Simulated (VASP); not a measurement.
Write the native input for VASP 6.6.1 that does the following.

| Quantity | Value |
| --- | --- |
| Task | single point |
| Functional | revPBE |
| Potentials or basis | VASP PAW PBE potentials, release 64 (Au) |
| Cutoff | 520 eV |
| k mesh | 9 × 9 × 12 |
| Occupations | fermi-dirac, width 0.1 eV |
| Spin | no spin polarisation |
| Dipole correction | no |
| Further INCAR settings | ALGO = Normal; EDIFF = 1e-06; NBANDS = 24 |

The structure of Au lies in POSCAR:

```
Au
1.0
    4.7076672844      0.0000000000      0.0000000000
   -2.3538336422      4.0769594608      0.0000000000
    0.0000000000      0.0000000000      2.8138142136
Au
3
Direct
    1.0000000000      0.0000000000      0.0000000000
    0.3333333333      0.6666666667      0.5000000000
    0.6666666667      0.3333333333      0.5000000000
```

This cell differs from its parent crystal: volume scaled by 0.96.

The input as run:

INCAR

```
PREC = Accurate ; ENCUT = 520
EDIFF = 1E-6 ; ISMEAR = -1
SIGMA = 0.1 ; LREAL = F
LASPH = T ; NELM = 60
ALGO = Normal ; ISIF = 2
LWAVE = F ; LCHARG = F
GGA = RE ; NBANDS = 24
```

KPOINTS

```
Automatic mesh
0
Gamma
  9 9 12
```

Potentials or basis: VASP PAW PBE potentials, release 64 (Au).

Command:

```bash
$ cat potpaw_PBE.64/Au/POTCAR > POTCAR
$ mpirun -np 1 vasp_std > vasp.out
```

It gave:

```yaml
Pressure: 5.1 GPa
```

Caveat: the PAW data sets were made with another functional, which shifts forces and pressure a little.

It took 30 s on 1 thread of Intel(R) Xeon(R) 6975P-C (Granite Rapids) (shared host), peak memory 0.23 GiB.
